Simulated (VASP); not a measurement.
Crystal: Rh.

```
CELL_PARAMETERS angstrom
0.00000 2.64786 2.64786
2.64786 0.00000 2.64786
2.64786 2.64786 0.00000
ATOMIC_POSITIONS crystal
Rh 0.12500 0.12500 0.12500
Rh 0.87500 0.87500 0.87500
```

This isn't the form of Rh at room conditions, which is fcc.

| Property | Result |
| --- | --- |
| Program | VASP 6.6.1 |
| Task | relaxation of cell and atoms |
| Functional | r2SCAN |
| Potentials or basis | VASP PAW PBE potentials, release 64 (Rh_pv) |
| Cutoff | 600 eV |
| k mesh | 10 × 10 × 10 |
| Occupations | fermi-dirac, width 0.1 eV |
| Spin | no spin polarisation |

At the start: pressure 17.9 GPa; volume 18.56 Å³/atom.

Q: How do energy, volume and symmetry change on relaxing?

A: Over 17 steps the energy falls by 97.1 meV/atom and the volume is 20.47 Å³/atom (+10.3 %); space group Fd-3m (No. 227, to 0.1 Å) before and after.

Step by step:
| step | energy change (eV) | largest force (eV/Å) | pressure (GPa) | volume (Å³) |
| --- | --- | --- | --- | --- |
| 1 | 0.0000 | 0.0000 | 17.94 | 37.13 |
| 2 | 0.3375 | 0.0000 | -16.43 | 49.46 |
| 3 | -0.1936 | 0.0000 | -0.82 | 41.20 |
| 4 | -0.1942 | 0.0000 | -0.12 | 41.00 |
| 5 | -0.1942 | 0.0000 | 0.16 | 40.92 |
| 6 | -0.1942 | 0.0000 | 0.14 | 40.92 |
| 7 | -0.1942 | 0.0000 | 0.15 | 40.92 |
| 8 | -0.1942 | 0.0000 | 0.14 | 40.92 |
| 9 | -0.1942 | 0.0000 | 0.14 | 40.92 |
| 10 | -0.1942 | 0.0000 | 0.14 | 40.92 |
| 11 | -0.1942 | 0.0000 | 0.14 | 40.92 |
| 12 | -0.1942 | 0.0000 | 0.14 | 40.92 |
| 13 | -0.1942 | 0.0000 | 0.13 | 40.92 |
| 14 | -0.1943 | 0.0000 | 0.13 | 40.93 |
| 15 | -0.1943 | 0.0000 | 0.12 | 40.93 |
| 16 | -0.1943 | 0.0000 | 0.11 | 40.94 |
| 17 | -0.1943 | 0.0000 | 0.08 | 40.95 |

Final structure:
```
CELL_PARAMETERS angstrom
0.00000 2.73572 2.73572
2.73572 0.00000 2.73572
2.73572 2.73572 0.00000
ATOMIC_POSITIONS crystal
Rh 0.12500 0.12500 0.12500
Rh 0.87500 0.87500 0.87500
```

Caveat: the PAW data sets were made with another functional, which shifts forces and pressure a little.
